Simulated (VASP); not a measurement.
# Ba2MgC6N6O6 (R-3) in VASP: electric field gradients with PBE

Aim: the electric field gradients of Ba2MgC6N6O6 with PBE.

All numbers are computed with VASP 6.6.1; they aren't measurements. Logs are shortened: lines on timing, memory, paths and dates and some standing lists are left out, and cuts for length are marked.

### Step 1. The cell of the first run

The structure is trigonal, space group R-3 (No. 148). Conventional cell: a = 6.979 Å, b = 6.979 Å, c = 16.976 Å, α = 90.00°, β = 90.00°, γ = 120.00°. Within 3.7 Å of Ba (site symmetry 3) lie 6 N at 2.80 to 3.57 Å and 6 O at 2.87 to 2.91 Å and 9 C at 3.30 to 3.64 Å and 1 Mg at 3.68 Å. Mg (site symmetry -3) has 6 O at 2.13 Å within 2.8 Å. Within 1.7 Å of C (site symmetry 1) lie 1 O at 1.28 Å and 2 N at 1.35 to 1.36 Å. Within 1.8 Å of N (site symmetry 1) lie 2 C at 1.35 to 1.36 Å. Within 1.7 Å of O (site symmetry 1) lie 1 C at 1.28 Å.

### Step 2. Electric field gradients, PBE

INCAR reads:

```
SYSTEM = Ba2MgC6N6O6
PREC = Accurate
ENCUT = 620
EDIFF = 1E-8
ISMEAR = -1
SIGMA = 0.02
LREAL = Auto
LASPH = .True.
NELM = 120
ALGO = Normal
ISIF = 2
LWAVE = .False.
LCHARG = .False.
GGA = PE
LEFG = .True.
NBANDS = 76
GGA_COMPAT = .False.
```

KPOINTS reads:

```
Automatic mesh
0
Gamma
  4 4 4
  0 0 0
```

POSCAR reads:

```
Ba2MgC6N6O6
1.0
    3.4897000000      2.0147792344      5.6587000000
   -3.4897000000      2.0147792344      5.6587000000
    0.0000000000     -4.0295584688      5.6587000000
Ba Mg C N O
2 1 6 6 6
Direct
    0.7834300000      0.7834300000      0.7834300000
    0.2165700000      0.2165700000      0.2165700000
    0.0000000000      0.0000000000      0.0000000000
    0.2548000000      0.6230000000      0.3533000000
    0.3533000000      0.2548000000      0.6230000000
    0.6230000000      0.3533000000      0.2548000000
    0.7452000000      0.3770000000      0.6467000000
    0.6467000000      0.7452000000      0.3770000000
    0.3770000000      0.6467000000      0.7452000000
    0.1900000000      0.4708000000      0.5703000000
    0.5703000000      0.1900000000      0.4708000000
    0.4708000000      0.5703000000      0.1900000000
    0.8100000000      0.5292000000      0.4297000000
    0.4297000000      0.8100000000      0.5292000000
    0.5292000000      0.4297000000      0.8100000000
    0.1037100000      0.8288100000      0.3034100000
    0.3034100000      0.1037100000      0.8288100000
    0.8288100000      0.3034100000      0.1037100000
    0.8962900000      0.1711900000      0.6965900000
    0.6965900000      0.8962900000      0.1711900000
    0.1711900000      0.6965900000      0.8962900000
```

Potentials or basis: VASP PAW PBE potentials, release 64 (Ba_sv, Mg_sv, C, N, O).

Launch:

```bash
$ cat potpaw_PBE.64/Ba_sv/POTCAR potpaw_PBE.64/Mg_sv/POTCAR potpaw_PBE.64/C/POTCAR potpaw_PBE.64/N/POTCAR potpaw_PBE.64/O/POTCAR > POTCAR
$ mpirun -np 1 vasp_std > vasp.out
```

OUTCAR:

```text
SYSTEM = Ba2MgC6N6O6
   PREC = Accurate
   ENCUT = 620
   EDIFF = 1E-8
   ISMEAR = -1
   LREAL = Auto
   LASPH = .True.
   NELM = 120
   ISIF = 2
   GGA = PE

 ion  position               nearest neighbor table
   1  0.783  0.783  0.783-  10 2.80  11 2.80  12 2.80  21 2.87  19 2.87  20 2.87  17 2.91  18 2.91
                            16 2.91   5 3.30   4 3.30   6 3.30   2 4.37   2 4.37   2 4.37
   2  0.217  0.217  0.217-  13 2.80  14 2.80  15 2.80  18 2.87  16 2.87  17 2.87  20 2.91  21 2.91
                            19 2.91   8 3.30   7 3.30   9 3.30   1 4.37   1 4.37   1 4.37
   3  0.000  0.000  0.000-
   4  0.255  0.623  0.353-  16 1.28  10 1.35  12 1.36   1 3.30
   5  0.353  0.255  0.623-  17 1.28  11 1.35  10 1.36   1 3.30
   6  0.623  0.353  0.255-  18 1.28  12 1.35  11 1.36   1 3.30
   7  0.745  0.377  0.647-  19 1.28  13 1.35  15 1.36   2 3.30
   8  0.647  0.745  0.377-  20 1.28  14 1.35  13 1.36   2 3.30
   9  0.377  0.647  0.745-  21 1.28  15 1.35  14 1.36   2 3.30
  10  0.190  0.471  0.570-   4 1.35   5 1.36   1 2.80
  11  0.570  0.190  0.471-   5 1.35   6 1.36   1 2.80
  12  0.471  0.570  0.190-   6 1.35   4 1.36   1 2.80
  13  0.810  0.529  0.430-   7 1.35   8 1.36   2 2.80
  14  0.430  0.810  0.529-   8 1.35   9 1.36   2 2.80
  15  0.529  0.430  0.810-   9 1.35   7 1.36   2 2.80
  16  0.104  0.829  0.303-   4 1.28   2 2.87   1 2.91
  17  0.303  0.104  0.829-   5 1.28   2 2.87   1 2.91
  18  0.829  0.303  0.104-   6 1.28   2 2.87   1 2.91
  19  0.896  0.171  0.697-   7 1.28   1 2.87   2 2.91
  20  0.697  0.896  0.171-   8 1.28   1 2.87   2 2.91
  21  0.171  0.697  0.896-   9 1.28   1 2.87   2 2.91

  LATTYP: Found a trigonal (rhomboedric) cell.
 ALAT       =     6.9468141722
 COS(alpha) =     0.4952982399

  Lattice vectors:

 A1 = (   3.4897000000,   2.0147792344,   5.6587000000)
 A2 = (  -3.4897000000,   2.0147792344,   5.6587000000)
 A3 = (   0.0000000000,  -4.0295584688,   5.6587000000)

Analysis of symmetry for initial positions (statically):
=====================================================================
 Subroutine PRICEL returns:
 Original cell was already a primitive cell.

 Routine SETGRP: Setting up the symmetry group for a
 trigonal (rhombohedral) supercell.

 Subroutine GETGRP returns: Found  6 space group operations
 (whereof  6 operations were pure point group operations)
 out of a pool of 12 trial point group operations.

The static configuration has the point symmetry S_6 .

Analysis of symmetry for dynamics (positions and initial velocities):
=====================================================================
 Subroutine PRICEL returns:
 Original cell was already a primitive cell.

 Routine SETGRP: Setting up the symmetry group for a
 trigonal (rhombohedral) supercell.

 Subroutine GETGRP returns: Found  6 space group operations
 (whereof  6 operations were pure point group operations)
 out of a pool of 12 trial point group operations.

The dynamic configuration has the point symmetry S_6 .

 Subroutine INISYM returns: Found  6 space group operations
 (whereof  6 operations are pure point group operations),
 and found     1 'primitive' translations

----------------------------------------------------------------------------------------

                                     Primitive cell

  volume of cell :     238.7171

  direct lattice vectors                    reciprocal lattice vectors
[... 110 lines left out ...]
   LSORBIT =      F    spin-orbit coupling
   LASPH  =      T    aspherical Exc in radial PAW
   ENCUT  =  620.0 eV  45.57 Ry    6.75 a.u.  14.10 14.10 14.10*2*pi/ulx,y,z
   NELM   =    120;   NELMIN=  2; NELMDL= -5     # of ELM steps
   EDIFF  = 0.1E-07   stopping-criterion for ELM
   LREAL  =      T    real-space projection
   EDIFFG = 0.1E-06   stopping-criterion for IOM
   NSW    =      0    number of steps for IOM
   IBRION =     -1    ionic relax: 0-MD 1-quasi-New 2-CG
   NFREE  =      0    steps in history (QN), initial steepest desc. (CG)
   ISIF   =      2    stress and relaxation
   ISYM   =      2    0-nonsym 1-usesym 2-fastsym
   POTIM  = 0.5000    time-step for ionic-motion
   TEBEG  =    0.0;   TEEND  =   0.0 temperature during run
   PSTRESS=    0.0 pullay stress
   NELECT =     120.0000    total number of electrons
   NUPDOWN=      -1.0000    fix difference up-down
   EMIN   =  10.00;   EMAX   =-10.00  energy-range for DOS
   EFERMI =   0.00;   METHOD = LEGACY
   ISMEAR =    -1;   SIGMA  =   0.02  broadening in eV -4-tet -1-fermi 0-gaus
   EFERMI_NEDOS =   21; number of points for ismear=-14 and -15
   IALGO  =     38    algorithm
   IMIX   =      4    mixing-type and parameters
     AMIX     =   0.40;   BMIX     =  1.00
     AMIX_MAG =   1.60;   BMIX_MAG =  1.00
  volume/ion in A,a.u.               =      11.37        76.71
  Fermi-wavevector in a.u.,A,eV,Ry     =   1.301690  2.459837 23.053653  1.694396
  Thomas-Fermi vector in A             =   2.432807
   LORBIT       =      0    0 simple, 1 ext, 2 COOP (PROOUT), +10 PAW based schemes
   GGA     = PE    functional components
   LHFCALC =     F    Hartree Fock is set to
   AEXX    =    0.0000 exact exchange contribution
   IVDW    =     0    specifies the selected vdW correction
   LEPSILON=     F    determine dielectric tensor
   LRPA    =     F    only Hartree local field effects (RPA)
 non-spin polarized calculation
  energy-cutoff  :      620.00
  volume of cell :      238.72
 maximum number of plane-waves:      8386
   NGX = 29   NGY = 29   NGZ = 29

 number of electron     120.0000010 magnetization

 Free energy of the ion-electron system (eV)
  ---------------------------------------------------
  ext. energy  EPLUGINS =         0.00000000
  ---------------------------------------------------
  free energy    TOTEN  =      -165.37654070 eV

  energy without entropy =     -165.37654070  energy(sigma->0) =     -165.37654070

 E-fermi :   2.4059     XC(G=0): -10.0969

 val. band max:        1.7524159310   @ k =   0.5000   0.5000   0.0000
 cond. band min:       6.0161782514   @ k =   0.5000   0.5000   0.0000
 fundamental gap:      4.2637623204
 Fermi energy:         2.4058544352

 k-point     1 :       0.0000    0.0000    0.0000
  band No.  band energies     occupation
      1     -71.2520      2.00000
      2     -38.0257      2.00000
      3     -38.0257      2.00000
      4     -38.0030      2.00000
      5     -23.1660      2.00000
      6     -23.1079      2.00000
[... 1039 lines left out ...]
     71       9.7947      0.00000
     72      10.0370      0.00000
 [bands above 72 left out]

------------------------ aborting loop because EDIFF is reached ----------------------------------------

  FORCE on cell =-STRESS in cart. coord.  units (eV):
  Direction    XX          YY          ZZ          XY          YZ          ZX
  --------------------------------------------------------------------------------------
  -------------------------------------------------------------------------------------
  Total        8.6494451      8.6494451      3.2751518     -0.0000004      0.0000000      0.0000000
  in kB       58.0517541     58.0517541     21.9815615     -0.0000029      0.0000000      0.0000000
  external PRESSURE =      46.0283566 kB  Pullay stress =       0.0000000 kB

 VOLUME and BASIS-vectors are now :
 -----------------------------------------------------------------------------
  energy-cutoff  :      620.00
  volume of cell :      238.72
      direct lattice vectors                 reciprocal lattice vectors
     3.489700000  2.014779234  5.658700000     0.143278792  0.082722049  0.058906345
    -3.489700000  2.014779234  5.658700000    -0.143278792  0.082722049  0.058906345
     0.000000000 -4.029558469  5.658700000     0.000000000 -0.165444098  0.058906345

 POSITION                                       TOTAL-FORCE (eV/Angst)
 -----------------------------------------------------------------------------------
      0.00000      0.00000     13.29959         0.000000      0.000000      0.056472
      0.00000      0.00000      3.67651         0.000000      0.000000     -0.056472
      0.00000      0.00000      0.00000         0.000000      0.000000      0.000000
     -1.28491      0.34493      6.96643         0.837046      0.246589      0.114514
      0.34374     -1.28523      6.96643        -0.632075      0.601608      0.114514
      0.94117      0.94030      6.96643        -0.204971     -0.848197      0.114514
[... 13 lines left out ...]
     -0.69689      2.51948      9.98234        -0.163036      1.008358      0.088281
     -1.83349     -1.86327      9.98234        -0.791745     -0.645373      0.088281
 -----------------------------------------------------------------------------------
    total drift:                               -0.000000     -0.000000      0.000000

  FREE ENERGIE OF THE ION-ELECTRON SYSTEM (eV)
  ---------------------------------------------------
  free  energy   TOTEN  =      -165.3765407010 eV

  energy  without entropy=     -165.3765407010  energy(sigma->0) =     -165.37654070

 Electric field gradients (V/A^2)
---------------------------------------------------------------------
 ion       V_xx      V_yy      V_zz      V_xy      V_xz      V_yz
---------------------------------------------------------------------
   1     -62.006   -62.006   124.011     0.000     0.000     0.000
   2     -62.006   -62.006   124.011     0.000     0.000     0.000
   3       3.042     3.042    -6.084     0.000    -0.000     0.000
   4     -15.876   -19.772    35.648     0.326    -1.104    -0.457
   5     -18.516   -17.132    35.648    -1.850     0.948    -0.728
   6     -19.080   -16.567    35.648     1.524     0.156     1.185
[... 13 lines left out ...]
  20    -100.981   100.224     0.757   -58.410     7.381     1.803
  21      -0.662    -0.095     0.757   116.329    -5.252     5.490
---------------------------------------------------------------------

 Electric field gradients after diagonalization (V/A^2)
 (convention: |V_zz| > |V_xx| > |V_yy|)
----------------------------------------------------------------------
 ion       V_xx      V_yy      V_zz     asymmetry (V_yy - V_xx)/ V_zz
----------------------------------------------------------------------
   1     -62.006   -62.006   124.011       0.000
   2     -62.006   -62.006   124.011       0.000
   3       3.042     3.042    -6.084       0.000
   4     -19.802   -15.874    35.675       0.110
   5     -19.802   -15.874    35.675       0.110
   6     -19.802   -15.874    35.675       0.110
[... 13 lines left out ...]
  20     115.952     1.246  -117.197       0.979
  21     115.952     1.246  -117.197       0.979
----------------------------------------------------------------------

           NMR quadrupolar parameters

 Cq : quadrupolar parameter    Cq=e*Q*V_zz/h
 eta: asymmetry parameters     (V_yy - V_xx)/ V_zz
 Q  : nuclear electric quadrupole moment in mb (millibarn)
----------------------------------------------------------------------
 ion       Cq(MHz)       eta       Q (mb)
----------------------------------------------------------------------
   1       0.300       0.000       1.000
   2       0.300       0.000       1.000
   3      -0.015       0.000       1.000
   4       0.086       0.110       1.000
   5       0.086       0.110       1.000
   6       0.086       0.110       1.000
[... 13 lines left out ...]
  20      -0.283       0.979       1.000
  21      -0.283       0.979       1.000
----------------------------------------------------------------------
```

Wall time 17 min (1 thread of AMD EPYC 7R43 (Zen 3), shared host); peak memory 0.5 GiB.

Results:

```
Free energy                             : -165.3765 eV
Pressure                                : 4.6 GPa
Largest force                           : 1.025 eV/Å
Band gap on the k mesh                  : 4.26 eV
Largest electric field gradient by atom : Ba +124.0; Mg -6.1; C +35.7; N -55.5; O -117.2 V/Å²
```

Forces in eV/Å, atoms in the order of the input:
```
Ba   0.000  0.000  0.056
Ba   0.000  0.000 -0.056
Mg   0.000  0.000  0.000
C    0.837  0.247  0.115
C   -0.632  0.602  0.115
C   -0.205 -0.848  0.115
C   -0.837 -0.247 -0.115
C    0.632 -0.602 -0.115
C    0.205  0.848 -0.115
N    0.443 -0.384 -0.101
N    0.111  0.576 -0.101
N   -0.554 -0.192 -0.101
N   -0.443  0.384  0.101
N   -0.111 -0.576  0.101
N    0.554  0.192  0.101
O   -0.955  0.363 -0.088
O    0.163 -1.008 -0.088
O    0.792  0.645 -0.088
O    0.955 -0.363  0.088
O   -0.163  1.008  0.088
O   -0.792 -0.645  0.088
```

Electric field gradients, principal values (V/Å²):
```
atom    least   middle  greatest (by size)
1 Ba  -62.006  -62.006             124.011
2 Ba  -62.006  -62.006             124.011
3 Mg    3.042    3.042              -6.084
 4 C  -15.874  -19.802              35.675
 5 C  -15.874  -19.802              35.675
 6 C  -15.874  -19.802              35.675
 7 C  -15.874  -19.802              35.675
 8 C  -15.874  -19.802              35.675
 9 C  -15.874  -19.802              35.675
10 N    8.555   46.899             -55.454
11 N    8.555   46.899             -55.454
12 N    8.555   46.899             -55.454
13 N    8.555   46.899             -55.454
14 N    8.555   46.899             -55.454
15 N    8.555   46.899             -55.454
16 O    1.246  115.952            -117.197
17 O    1.246  115.952            -117.197
18 O    1.246  115.952            -117.197
19 O    1.246  115.952            -117.197
20 O    1.246  115.952            -117.197
21 O    1.246  115.952            -117.197
```

Caveat: the cell stands under pressure; without QUAD_EFG the Cq values of the log hold for a quadrupole moment of 1 mb, not for the nuclei; spin-orbit coupling is left out, which moves the levels of the heavy elements; forces of over 1 eV/Å act on the atoms, so gaps and moduli don't describe the material at rest. A k mesh can miss the band edges.
